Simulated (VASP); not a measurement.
# YS (Fm-3m) in VASP: a series of runs

Runs on YS. Level: LDA. Tasks: electric field gradients.

All numbers are computed with VASP 6.6.1; they aren't measurements. Logs are shortened: lines on timing, memory, paths and dates and some standing lists are left out, and cuts for length are marked.

## 1. The cell of the first run

Symmetry: Fm-3m, No. 225, cubic system. The conventional cell has a = 5.524 Å, b = 5.524 Å, c = 5.524 Å, α = 90.00°, β = 90.00°, γ = 90.00°. Within 3.6 Å of Y (site symmetry m-3m) lie 6 S at 2.76 Å. Within 3.6 Å of S (site symmetry m-3m) lie 6 Y at 2.76 Å.

## 2. Electric field gradients, LDA (21.07 Å³/atom)

Contents of INCAR:

```
SYSTEM = YS
  PREC = Accurate
  ENCUT = 520
  EDIFF = 1E-8
  ISMEAR = -1
  SIGMA = 0.01
  LREAL = .False.
  LASPH = .True.
  NELM = 100
  ALGO = Normal
  ISIF = 2
  LWAVE = .False.
  LCHARG = .False.
  GGA = CA
  LEFG = .True.
  NBANDS = 16
```

Contents of KPOINTS:

```
regular mesh
0
Gamma
  8 8 8
  0 0 0
```

Contents of POSCAR:

```
YS
1.0
    0.0000000000      2.7618203971      2.7618203971
    2.7618203971      0.0000000000      2.7618203971
    2.7618203971      2.7618203971      0.0000000000
Y S
1 1
Direct
    0.5000000000      0.5000000000      0.5000000000
    0.0000000000      0.0000000000      0.0000000000
```

Potentials or basis: VASP PAW LDA potentials, release 64 (Y_sv, S).

Command:

```bash
$ cat potpaw_LDA.64/Y_sv/POTCAR potpaw_LDA.64/S/POTCAR > POTCAR
$ mpirun -np 1 vasp_std > vasp.out
```

OUTCAR:

```text
SYSTEM = YS
   PREC = Accurate
   ENCUT = 520
   EDIFF = 1E-8
   ISMEAR = -1
   LREAL = .False.
   LASPH = .True.
   NELM = 100
   ISIF = 2
   GGA = CA

 ion  position               nearest neighbor table
   1  0.500  0.500  0.500-   2 2.76   2 2.76   2 2.76   2 2.76   2 2.76   2 2.76
   2  0.000  0.000  0.000-   1 2.76   1 2.76   1 2.76   1 2.76   1 2.76   1 2.76

  LATTYP: Found a face centered cubic cell.
 ALAT       =     5.5236407942

  Lattice vectors:

 A1 = (   0.0000000000,   2.7618203971,   2.7618203971)
 A2 = (   2.7618203971,   0.0000000000,   2.7618203971)
 A3 = (   2.7618203971,   2.7618203971,   0.0000000000)

Analysis of symmetry for initial positions (statically):
=====================================================================
 Subroutine PRICEL returns:
 Original cell was already a primitive cell.

 Routine SETGRP: Setting up the symmetry group for a
 face centered cubic supercell.

 Subroutine GETGRP returns: Found 48 space group operations
 (whereof 48 operations were pure point group operations)
 out of a pool of 48 trial point group operations.

The static configuration has the point symmetry O_h .

Analysis of symmetry for dynamics (positions and initial velocities):
=====================================================================
 Subroutine PRICEL returns:
 Original cell was already a primitive cell.

 Routine SETGRP: Setting up the symmetry group for a
 face centered cubic supercell.

 Subroutine GETGRP returns: Found 48 space group operations
 (whereof 48 operations were pure point group operations)
 out of a pool of 48 trial point group operations.

The dynamic configuration has the point symmetry O_h .

 Subroutine INISYM returns: Found 48 space group operations
 (whereof 48 operations are pure point group operations),
 and found     1 'primitive' translations

----------------------------------------------------------------------------------------

                                     Primitive cell

  volume of cell :      42.1324

  direct lattice vectors                    reciprocal lattice vectors
     0.000000000  2.761820397  2.761820397    -0.181040013  0.181040013  0.181040013
     2.761820397  0.000000000  2.761820397     0.181040013 -0.181040013  0.181040013
     2.761820397  2.761820397  0.000000000     0.181040013  0.181040013 -0.181040013

  length of vectors
     3.905803862  3.905803862  3.905803862     0.313570500  0.313570500  0.313570500

  position of ions in fractional coordinates (direct lattice)
     0.500000000  0.500000000  0.500000000
     0.000000000  0.000000000  0.000000000

  ion indices of the primitive-cell ions
   primitive index   ion index
                 1           1
                 2           2

----------------------------------------------------------------------------------------

 KPOINTS: regular mesh

Automatic generation of k-mesh.
 Grid dimensions read from file:
 generate k-points for:    8    8    8

 Generating k-lattice:

  Cartesian coordinates                     Fractional coordinates (reciprocal lattice)
    -0.022630002  0.022630002  0.022630002     0.125000000  0.000000000  0.000000000
     0.022630002 -0.022630002  0.022630002     0.000000000  0.125000000  0.000000000
     0.022630002  0.022630002 -0.022630002     0.000000000  0.000000000  0.125000000

  Length of vectors
     0.039196313  0.039196313  0.039196313

  Shift w.r.t. Gamma in fractional coordinates (k-lattice)
     0.000000000  0.000000000  0.000000000

 Subroutine IBZKPT returns following result:
 ===========================================

 Found     29 irreducible k-points:

 Following reciprocal coordinates:
            Coordinates               Weight
  0.000000  0.000000  0.000000      1.000000
  0.125000  0.000000  0.000000      8.000000
  0.250000  0.000000  0.000000      8.000000
  0.375000  0.000000  0.000000      8.000000
  0.500000  0.000000  0.000000      4.000000
  0.125000  0.125000  0.000000      6.000000
[... 16 lines left out ...]
  0.500000  0.250000  0.125000     48.000000
 -0.375000  0.250000  0.125000     24.000000
 [... further k-points ...]
   k-points           NKPTS =     29   k-points in BZ     NKDIM =     29   number of bands    NBANDS=     16
   number of dos      NEDOS =    301   number of ions     NIONS =      2
   total plane-waves  NPLWV =  27000
   dimension x,y,z NGX =    30 NGY =   30 NGZ =   30
   dimension x,y,z NGXF=    60 NGYF=   60 NGZF=   60
   ions per type =               1   1
   NGX,Y,Z   is equivalent  to a cutoff of  12.77, 12.77, 12.77 a.u.
   NGXF,Y,Z  is equivalent  to a cutoff of  25.54, 25.54, 25.54 a.u.
 SYSTEM =  YS
   PREC   = accura    normal or accurate (medium, high low for compatibility)
   ISTART =      0    job   : 0-new  1-cont  2-samecut
   ICHARG =      2    charge: 1-file 2-atom 10-const
   ISPIN  =      1    spin polarized calculation?
   LNONCOLLINEAR =      F non collinear calculations
   LSORBIT =      F    spin-orbit coupling
   LASPH  =      T    aspherical Exc in radial PAW
   ENCUT  =  520.0 eV  38.22 Ry    6.18 a.u.   7.26  7.26  7.26*2*pi/ulx,y,z
   NELM   =    100;   NELMIN=  2; NELMDL= -5     # of ELM steps
   EDIFF  = 0.1E-07   stopping-criterion for ELM
   LREAL  =      F    real-space projection
   EDIFFG = 0.1E-06   stopping-criterion for IOM
   NSW    =      0    number of steps for IOM
   IBRION =     -1    ionic relax: 0-MD 1-quasi-New 2-CG
   NFREE  =      0    steps in history (QN), initial steepest desc. (CG)
   ISIF   =      2    stress and relaxation
   ISYM   =      2    0-nonsym 1-usesym 2-fastsym
   POTIM  = 0.5000    time-step for ionic-motion
   TEBEG  =    0.0;   TEEND  =   0.0 temperature during run
   PSTRESS=    0.0 pullay stress
   NELECT =      17.0000    total number of electrons
   NUPDOWN=      -1.0000    fix difference up-down
   EMIN   =  10.00;   EMAX   =-10.00  energy-range for DOS
   EFERMI =   0.00;   METHOD = LEGACY
   ISMEAR =    -1;   SIGMA  =   0.01  broadening in eV -4-tet -1-fermi 0-gaus
   EFERMI_NEDOS =   21; number of points for ismear=-14 and -15
   IALGO  =     38    algorithm
   IMIX   =      4    mixing-type and parameters
     AMIX     =   0.40;   BMIX     =  1.00
     AMIX_MAG =   1.60;   BMIX_MAG =  1.00
  volume/ion in A,a.u.               =      21.07       142.16
  Fermi-wavevector in a.u.,A,eV,Ry     =   1.209722  2.286044 19.911149  1.463428
  Thomas-Fermi vector in A             =   2.345291
   LORBIT       =      0    0 simple, 1 ext, 2 COOP (PROOUT), +10 PAW based schemes
   GGA     = CA    functional components
   LHFCALC =     F    Hartree Fock is set to
   AEXX    =    0.0000 exact exchange contribution
   IVDW    =     0    specifies the selected vdW correction
   LEPSILON=     F    determine dielectric tensor
   LRPA    =     F    only Hartree local field effects (RPA)
 non-spin polarized calculation
  energy-cutoff  :      520.00
  volume of cell :       42.13
 maximum number of plane-waves:      1158
 NGX is ok and might be reduce to    30
   NGX = 15   NGY = 15   NGZ = 15

 number of electron      16.9999999 magnetization

 Free energy of the ion-electron system (eV)
  ---------------------------------------------------
  ext. energy  EPLUGINS =         0.00000000
  ---------------------------------------------------
  free energy    TOTEN  =       -15.99257407 eV

  energy without entropy =      -15.99191257  energy(sigma->0) =      -15.99224332

 E-fermi :   6.5070     XC(G=0): -10.6972

 val. band max:        6.4759757623   @ k =   0.1250   0.0000   0.0000
 cond. band min:       6.5132768334   @ k =   0.3750   0.1250   0.0000
 fundamental gap:      0.0373010711
 Fermi energy:         6.5069853287

 k-point     1 :       0.0000    0.0000    0.0000
  band No.  band energies     occupation
      1     -36.6603      2.00000
      2     -16.7183      2.00000
      3     -16.7183      2.00000
      4     -16.7183      2.00000
      5      -8.4274      2.00000
      6       3.1598      2.00000
[... 8 lines left out ...]
     15      13.3355      0.00000
     16      18.9834      0.00000

 k-point     2 :       0.1250    0.0000    0.0000
  band No.  band energies     occupation
      1     -36.6563      2.00000
      2     -16.7830      2.00000
      3     -16.7230      2.00000
      4     -16.7230      2.00000
      5      -8.2583      2.00000
      6       2.3526      2.00000
[... 8 lines left out ...]
     15      14.0106      0.00000
     16      17.6387      0.00000

 k-point     3 :       0.2500    0.0000    0.0000
  band No.  band energies     occupation
      1     -36.6465      2.00000
      2     -16.9328      2.00000
      3     -16.7342      2.00000
      4     -16.7342      2.00000
      5      -7.8332      2.00000
      6       0.9850      2.00000
[... 8 lines left out ...]
     15      14.5982      0.00000
     16      16.0963      0.00000

 k-point     4 :       0.3750    0.0000    0.0000
  band No.  band energies     occupation
      1     -36.6368      2.00000
      2     -17.0749      2.00000
      3     -16.7453      2.00000
      4     -16.7453      2.00000
      5      -7.3712      2.00000
      6      -0.0939      2.00000
[... 8 lines left out ...]
     15      13.9643      0.00000
     16      13.9643      0.00000
[... 324 lines left out ...]
 k-point    22 :       0.3750    0.2500    0.1250
  band No.  band energies     occupation
      1     -36.6394      2.00000
      2     -16.9556      2.00000
      3     -16.8002      2.00000
      4     -16.7529      2.00000
      5      -7.6904      2.00000
      6       0.5461      2.00000
[... 8 lines left out ...]
     15      14.0525      0.00000
     16      14.9639      0.00000

 k-point    23 :       0.5000    0.2500    0.1250
  band No.  band energies     occupation
      1     -36.6316      2.00000
      2     -17.0260      2.00000
      3     -16.8328      2.00000
      4     -16.7709      2.00000
      5      -7.4535      2.00000
      6       0.2338      2.00000
[... 8 lines left out ...]
     15      12.8817      0.00000
     16      14.2534      0.00000

 k-point    24 :      -0.3750    0.2500    0.1250
  band No.  band energies     occupation
      1     -36.6284      2.00000
      2     -17.0561      2.00000
      3     -16.8406      2.00000
      4     -16.7824      2.00000
      5      -7.3544      2.00000
      6       0.1259      2.00000
[... 8 lines left out ...]
     15      13.7654      0.00000
     16      14.1207      0.00000

 [... further k-points ...]

------------------------ aborting loop because EDIFF is reached ----------------------------------------

  FORCE on cell =-STRESS in cart. coord.  units (eV):
  Direction    XX          YY          ZZ          XY          YZ          ZX
  --------------------------------------------------------------------------------------
  -------------------------------------------------------------------------------------
  Total       -1.4544124     -1.4544124     -1.4544124      0.0000000      0.0000000      0.0000000
  in kB      -55.3072254    -55.3072254    -55.3072254      0.0000000      0.0000000      0.0000000
  external PRESSURE =     -55.3072254 kB  Pullay stress =       0.0000000 kB

 VOLUME and BASIS-vectors are now :
 -----------------------------------------------------------------------------
  energy-cutoff  :      520.00
  volume of cell :       42.13
      direct lattice vectors                 reciprocal lattice vectors
     0.000000000  2.761820397  2.761820397    -0.181040013  0.181040013  0.181040013
     2.761820397  0.000000000  2.761820397     0.181040013 -0.181040013  0.181040013
     2.761820397  2.761820397  0.000000000     0.181040013  0.181040013 -0.181040013

 POSITION                                       TOTAL-FORCE (eV/Angst)
 -----------------------------------------------------------------------------------
      2.76182      2.76182      2.76182         0.000000      0.000000      0.000000
      0.00000      0.00000      0.00000        -0.000000     -0.000000     -0.000000
 -----------------------------------------------------------------------------------
    total drift:                                0.000000     -0.000000      0.000000

  FREE ENERGIE OF THE ION-ELECTRON SYSTEM (eV)
  ---------------------------------------------------
  free  energy   TOTEN  =       -15.9925740698 eV

  energy  without entropy=      -15.9919125694  energy(sigma->0) =      -15.99224332

 Electric field gradients (V/A^2)
---------------------------------------------------------------------
 ion       V_xx      V_yy      V_zz      V_xy      V_xz      V_yz
---------------------------------------------------------------------
   1       0.000    -0.000     0.000    -0.000    -0.000    -0.000
   2      -0.000     0.000     0.000    -0.000    -0.000    -0.000
---------------------------------------------------------------------

 Electric field gradients after diagonalization (V/A^2)
 (convention: |V_zz| > |V_xx| > |V_yy|)
----------------------------------------------------------------------
 ion       V_xx      V_yy      V_zz     asymmetry (V_yy - V_xx)/ V_zz
----------------------------------------------------------------------
   1       0.000     0.000    -0.000       0.000
   2       0.000     0.000    -0.001       0.000
----------------------------------------------------------------------

           NMR quadrupolar parameters

 Cq : quadrupolar parameter    Cq=e*Q*V_zz/h
 eta: asymmetry parameters     (V_yy - V_xx)/ V_zz
 Q  : nuclear electric quadrupole moment in mb (millibarn)
----------------------------------------------------------------------
 ion       Cq(MHz)       eta       Q (mb)
----------------------------------------------------------------------
   1      -0.000       0.000       1.000
   2      -0.000       0.000       1.000
----------------------------------------------------------------------
```

Wall time 38 s (1 thread of Intel Xeon 8259CL, shared host); peak memory 0.17 GiB.

Results:

| Property | Result |
| --- | --- |
| Free energy | -15.9926 eV |
| Pressure | -5.5 GPa |
| Band gap on the k mesh | zero (an odd number of electrons rules out a gap without spin polarisation) |
| Largest electric field gradient by atom | zero within the noise of the run |

Levels at points of the mesh, in eV from the Fermi level:
```tsv
k point	band 6	band 7	band 8	band 9	band 10	band 11	band 12	band 13
(0.00, 0.00, 0.00)	-3.35	-3.35	-3.35	-0.19	-0.19	-0.19	0.63	0.63
(0.50, 0.00, 0.00)	-7.01	-5.16	-5.16	2.03	2.60	2.69	2.69	5.91
(0.50, 0.50, 0.00)	-5.44	-4.05	-4.05	-2.29	1.85	3.03	3.70	3.70
```

Caveat: the cell stands under tension.

(Part 1 of 2 ends here.)
